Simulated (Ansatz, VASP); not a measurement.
Ag in VASP and in Ansatz

POSCAR

```
Ag
1.0
    0.0000000000      2.0290398554      2.0290398554
    2.0290398554      0.0000000000      2.0290398554
    2.0290398554      2.0290398554      0.0000000000
Ag
1
Direct
    0.0000000000      0.0000000000      0.0000000000
```

Contents of INCAR.step1:

```
SYSTEM = Ag
PREC = Accurate
ENCUT = 520
EDIFF = 1E-5
ISMEAR = -1
SIGMA = 0.05
LREAL = .False.
LASPH = .True.
NELM = 60
ALGO = Normal
ISIF = 2
LWAVE = .True.
LCHARG = .False.
NBANDS = 12
GGA = PE
```

INCAR.step2

```
SYSTEM = Ag
PREC = Accurate
ENCUT = 520
EDIFF = 1E-6
ISMEAR = -1
SIGMA = 0.05
LREAL = .False.
LASPH = .True.
NELM = 60
ALGO = Normal
ISIF = 2
LWAVE = .False.
LCHARG = .False.
GGA = PE
LHFCALC = .True.
AEXX = 0.25
HFSCREEN = 0.3
PRECFOCK = Normal
NBANDS = 12
ISTART = 1
```

Contents of KPOINTS:

```
regular mesh
0
Gamma
  6 6 6
  0 0 0
```

File input.yaml:

```yaml
crystal:
  lattice:
    - [0.0, 2.0290398554, 2.0290398554]
    - [2.0290398554, 0.0, 2.0290398554]
    - [2.0290398554, 2.0290398554, 0.0]
  atoms:
    - { symbol: Ag, position: [0.0, 0.0, 0.0] }
hamiltonian:
  xc: { exchange: pbe, correlation: pbe, exx: { coeff: 0.25, omega: 0.3 } }
  pseudopotentials: { kind: paw }
kpoints:
  mp_grid: { grid: [6, 6, 6] }
scf:
  occupations: { method: fermi_dirac, width: 0.05 }
output:
  forces: true
  stress: true
  eigenvalues: true
```

Alike in both runs: task single point; functional PBE-based screened hybrid; k mesh 6 × 6 × 6; occupations fermi-dirac, width 0.05 eV; no spin polarisation.

```csv
,VASP,Ansatz
version,VASP 6.6.1,Ansatz 0.2.0
potentials or method,"VASP PAW PBE potentials, release 64 (Ag)",Ansatz PAW
plane-wave cutoff (eV),520,420
valence electrons in the cell,11,19
```

```csv
,VASP,Ansatz,Ansatz less VASP
gap on the k mesh at the Fermi level (eV),none,none,-
pressure (GPa),7.3,7.3,-0.01
```

VASP's potentials were made for PBE, not for PBE-based screened hybrid. A gap of «none» marks a metal or a gap that the smearing closes. The functional is the same, so the differences come from potentials, cutoffs and numerics. VASP's potentials hold 11 valence electrons a cell and Ansatz's 19, so a difference there can come from the potentials and not from the codes.

The k mesh is coarse, so the values compare programs but aren't converged.
